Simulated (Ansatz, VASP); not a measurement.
Hf3F in VASP and in Ansatz

```
Hf F
1.0
     3.07905    0.00000    0.00000
     0.00000    3.08820    0.00000
     0.00000    0.00000    8.02904
Hf F
3 1
Cartesian
  0.0000 0.0000 4.0145
  1.5395 1.5441 6.2265
  1.5395 1.5441 1.8025
  0.0000 0.0000 0.0000
```

Change from the starting cell: species swapped into the Mn3Fe type (Pmmm, No. 47).

Alike in both runs: functional PBE; k mesh 6 × 6 × 2; occupations gaussian, width 0.1 eV; no spin polarisation.

Ansatz relaxed the structure, and its values are those at the end. VASP's run is a single point on that final structure, the one shown.

```csv
,VASP,Ansatz
version,VASP 6.6.1,Ansatz 0.2.0
potentials or method,"VASP PAW PBE potentials, release 64 (Hf_pv, F), cutoff 520 eV","scalar-relativistic, plane waves, PAW"
valence electrons in the cell,37,85
```

VASP gave:

- gap on the k mesh at the Fermi level (eV): none
- pressure (GPa): -0.7
- rms of the force components (eV/Å): 0.005

Task: What did Ansatz give for the same quantities?

Result: gap on the k mesh at the Fermi level (eV): none; pressure (GPa): 0.0; rms of the force components (eV/Å): 0.000.

A gap of «none» marks a metal or a gap that the smearing closes. VASP's potentials hold 37 valence electrons a cell and Ansatz's 85, so a difference there can come from the potentials and not from the codes.

The k mesh is coarse, so the values compare programs but aren't converged. Spin-orbit coupling is off throughout.
